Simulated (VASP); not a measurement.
Write the native input for VASP 6.6.1 that does the following.

* Task: single point
* Functional: PBEsol
* Potentials or basis: VASP PAW PBE potentials, release 64 (Ga_d, Co)
* Cutoff: 520 eV
* k mesh: 16 × 16 × 16
* Occupations: gaussian, width 0.15 eV
* Spin: no spin polarisation
* Dipole correction: no
* Further INCAR settings: ALGO = Fast; EDIFF = 1e-07; NBANDS = 18

The structure of GaCo lies in POSCAR:

```
GaCo
1.0
    2.9984240000      0.0000000000      0.0000000000
    0.0000000000      2.9984240000      0.0000000000
    0.0000000000      0.0000000000      3.1137480000
Ga Co
1 1
Direct
    0.5000000000      0.5000000000      0.5000000000
    0.0000000000      0.0000000000      0.0000000000
```

This cell differs from its parent crystal: strain +0.040 along x and y, +0.080 along z.

One way to write it, as run:

INCAR

```
SYSTEM = GaCo
  PREC = Accurate
  ENCUT = 520
  EDIFF = 1E-7
  ISMEAR = 0
  SIGMA = 0.15
  LREAL = .False.
  LASPH = .True.
  NELM = 60
  ALGO = Fast
  ISIF = 2
  LWAVE = .False.
  LCHARG = .False.
  GGA = PS
  NBANDS = 18
```

KPOINTS

```
Automatic mesh
0
Gamma
  16 16 16
  0 0 0
```

Potentials or basis: VASP PAW PBE potentials, release 64 (Ga_d, Co).

The run is started by

```sh
$ cat potpaw_PBE.64/Ga_d/POTCAR potpaw_PBE.64/Co/POTCAR > POTCAR
$ mpirun -np 1 vasp_std > vasp.out
```

It gave:

```
Pressure               : -24.6 GPa
Band gap on the k mesh : zero (band 11 reaches 8.34 eV, above the bottom of band 12 at 7.36 eV)
```

Caveat: the cell differs from its parent crystal (strain +0.040 along x and y, +0.080 along z); the PAW data sets were made with another functional, which shifts forces and pressure a little.

Wall time 4.1 min on 1 thread of Intel(R) Xeon(R) Platinum 8488C (Sapphire Rapids), on a shared host, peak memory 0.32 GiB.
